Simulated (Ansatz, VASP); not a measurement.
## EuS: VASP beside Ansatz

```xyz
2
Lattice="0.0000 2.8969 2.8969 2.8969 0.0000 2.8969 2.8969 2.8969 0.0000" Properties=species:S:1:pos:R:3 pbc="T T T"
Eu    0.0000    0.0000    0.0000
S     2.8969    2.8969    2.8969
```

Alike in both runs: task single point; functional PBE; k mesh 7 × 7 × 7; occupations fermi-dirac, width 0.1 eV; collinear spin; Hubbard terms Eu f U = 5.0 eV.

```csv
,VASP,Ansatz
version,VASP 6.6.1,Ansatz 0.2.0
potentials or method,"VASP PAW PBE potentials, release 64 (Eu, S), cutoff 600 eV","plane waves, PAW"
valence electrons in the cell,23,23
```

```csv
,VASP,Ansatz,Ansatz less VASP
gap on the k mesh at the Fermi level (eV),none,none,-
pressure (GPa),5.4,5.4,-0.04
net moment per atom (μB),3.50,3.50,+0.001
size of the moment on the site where the two differ most (μB),6.69,6.82,+0.133
```

Site moments also hang on the region over which each program counts them. The programs project onto different local orbitals, so the same U acts differently, and such runs can settle in different states. A gap of «none» marks a metal or a gap that the smearing closes. Ansatz's warnings: given moment on shells, stability check not made, stress scf threshold loose.

Neither program's run includes spin-orbit coupling.
